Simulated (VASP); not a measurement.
Set up this calculation in VASP 6.6.1, as the native input.

```
Task                               : single point
Functional                         : PBEsol-based global hybrid with 25 % exact exchange
Potentials or basis                : VASP PAW PBE potentials, release 64 (Zn, S)
Cutoff                             : 520 eV
k mesh                             : 4 × 4 × 3
Occupations                        : fermi-dirac, width 0.05 eV
Spin                               : no spin polarisation
Dipole correction                  : no
Grid for exact exchange (PRECFOCK) : Normal
Share of exact exchange            : 0.25
Further INCAR settings             : ALGO = Normal; EDIFF = 1e-06; NBANDS = 26
```

ZnS:

```
CELL_PARAMETERS angstrom
3.81100 0.00000 0.00000
-1.90550 3.30042 0.00000
0.00000 0.00000 6.23400
ATOMIC_POSITIONS crystal
Zn 0.66667 0.33333 0.50000
Zn 0.33333 0.66667 0.00000
S 0.66667 0.33333 0.88500
S 0.33333 0.66667 0.38500
```

One way to write it, as run:

POSCAR

```
ZnS
1.0
    3.8110000000      0.0000000000      0.0000000000
   -1.9055000000      3.3004228138      0.0000000000
    0.0000000000      0.0000000000      6.2340000000
Zn S
2 2
Direct
    0.6666666667      0.3333333333      0.5000000000
    0.3333333333      0.6666666667      0.0000000000
    0.6666666667      0.3333333333      0.8850000000
    0.3333333333      0.6666666667      0.3850000000
```

INCAR.step1

```
  ALGO = Normal
  EDIFF = 1E-5
  ENCUT = 520
  GGA = PE
  ISIF = 2
  ISMEAR = -1
  LASPH = T
  LREAL = F
  LWAVE = T
  NBANDS = 26
  NELM = 60
  PREC = Accurate
  SIGMA = 0.05
```

INCAR.step2

```
  AEXX = 0.25
  ALGO = Normal
  EDIFF = 1E-6
  ENCUT = 520
  GGA = PS
  ISIF = 2
  ISMEAR = -1
  ISTART = 1
  LASPH = T
  LCHARG = T
  LELF = T
  LHFCALC = T
  LREAL = F
  LVHAR = T
  LWAVE = F
  NBANDS = 26
  NELM = 60
  PREC = Accurate
  PRECFOCK = Normal
  SIGMA = 0.05
```

KPOINTS

```
k-points
0
Gamma
  4 4 3
```

Potentials or basis: VASP PAW PBE potentials, release 64 (Zn, S).

Command:

```sh
$ cat potpaw_PBE.64/Zn/POTCAR potpaw_PBE.64/S/POTCAR > POTCAR
$ cp INCAR.step1 INCAR
$ mpirun -np 1 vasp_std > vasp.out
$ cp INCAR.step2 INCAR
$ mpirun -np 1 vasp_std > vasp.out
```

It gave:

The pressure is -1.1 GPa, the largest force is 0.327 eV/Å and the band gap on the k mesh is 4.03 eV.

Caveat: the k points lie up to 0.48 Å⁻¹ apart; the PAW data sets were made with another functional, which shifts forces and pressure a little.

Run time: 23 min on 1 thread of Intel(R) Xeon(R) Platinum 8259CL CPU @ 2.50GHz (Skylake/Cascade Lake), on a shared host, peak memory 0.21 GiB.
